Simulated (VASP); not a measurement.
CuO: single point with PBE

CuO:

```
CELL_PARAMETERS angstrom
1.99097 -2.15355 0.00000
1.99097 2.15355 0.00000
0.00000 0.00000 5.15593
ATOMIC_POSITIONS crystal
Cu 0.50000 0.00000 0.00000
Cu 0.00000 0.50000 0.50000
O 0.50000 0.50000 0.25000
O 0.50000 0.50000 0.75000
```

| Property | Result |
| --- | --- |
| Program | VASP 6.6.1 |
| Task | single point |
| Functional | PBE |
| Potentials or basis | VASP PAW PBE potentials, release 64 (Cu, O) |
| Cutoff | 520 eV |
| k mesh | 5 × 5 × 3 |
| Occupations | fermi-dirac, width 0.03 eV |
| Spin | no spin polarisation |
| Dipole correction | no |
| Further INCAR settings | ALGO = Normal; EDIFF = 1e-06; NBANDS = 25 |

```json
{
  "Pressure": "1.8 GPa",
  "Band gap on the k mesh": "zero (band 17 reaches 5.47 eV, above the bottom of band 18 at 4.77 eV)"
}
```

Stress tensor (GPa, compression positive):
```
2.18 0.00 0.00
0.00 1.03 0.00
0.00 0.00 2.33
```

Levels at points of the mesh, in eV from the Fermi level:
```csv
k point,band 13,band 14,band 15,band 16,band 17,band 18,band 19,band 20,band 21,band 22
"(0.00, 0.00, 0.00)",-2.46,-2.44,-2.38,-1.99,0.50,0.69,1.35,6.07,7.23,13.29
```

Wall time 35 s on 1 thread of AMD EPYC 7R13, on a shared host, peak memory 0.13 GiB.

Caveat: the k points lie up to 0.43 Å⁻¹ apart; semilocal functionals often make such compounds metallic where correlation or magnetic order opens a gap, which also shifts bond lengths. With open d or f shells a metallic result of PBE can be an artefact of self-interaction; +U or a hybrid may open a gap.
